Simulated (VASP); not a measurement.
Set up this calculation in VASP 6.6.1, as the native input.

* Task: relaxation of cell and atoms
* Functional: PBE
* Potentials or basis: VASP PAW PBE potentials, release 64 (Ga_d, Sb)
* Cutoff: 600 eV
* k mesh: 12 × 12 × 14
* Occupations: gaussian, width 0.1 eV
* Spin: no spin polarisation
* Dipole correction: no
* Further INCAR settings: ALGO = Normal; EDIFF = 1e-07; IBRION = 2; EDIFFG = -0.01; NSW = 100; ISIF = 3

The structure of GaSb2 lies in POSCAR:

```
GaSb2
1.0
    5.3757086175      0.0000000000      0.0000000000
   -2.6878543088      4.6555002261      0.0000000000
    0.0000000000      0.0000000000      3.2144785737
Ga Sb
1 2
Direct
    0.0000000000      0.0000000000      0.0000000000
    0.3333333333      0.6666666667      0.5000000000
    0.6666666667      0.3333333333      0.5000000000
```

The cell was generated, and may not be a known phase.

One way to write it, as run:

INCAR

```
SYSTEM = GaSb2
PREC = Accurate
ENCUT = 600
EDIFF = 1E-7
ISMEAR = 0
SIGMA = 0.1
LREAL = .FALSE.
LASPH = .TRUE.
NELM = 100
ALGO = Normal
ISIF = 3
LWAVE = .FALSE.
LCHARG = .FALSE.
GGA = PE
IBRION = 2
NSW = 100
EDIFFG = -0.01
```

KPOINTS

```
regular mesh
0
G
  12 12 14
  0 0 0
```

Potentials or basis: VASP PAW PBE potentials, release 64 (Ga_d, Sb).

Launch:

```sh
$ cat potpaw_PBE.64/Ga_d/POTCAR potpaw_PBE.64/Sb/POTCAR > POTCAR
$ mpirun -np 1 vasp_std > vasp.out
```

It gave:

```yaml
Relaxed_volume: 26.41 Å³/atom
Relaxed_cell: a = 5.390 Å, b = 5.390 Å, c = 3.149 Å, α = 90.00°, β = 90.00°, γ = 120.00°
Space_group_after_relaxing_to_0.1_Å: P6/mmm (No. 191)
Energy_gained_by_relaxing: 3.9 meV/atom
Ionic_steps: 5
Pressure_after_relaxing: 0.0 GPa
Band_gap_on_the_k_mesh: zero (an odd number of electrons rules out a gap without spin polarisation)
```

Caveat: spin-orbit coupling is left out, which moves the levels of the heavy elements; an odd number of electrons without spin polarisation forces a metal; a magnetic or distorted state may lie lower.

Run time: 11 min on 1 thread of Intel Xeon 8259CL, with other jobs on the host, peak memory 0.43 GiB.
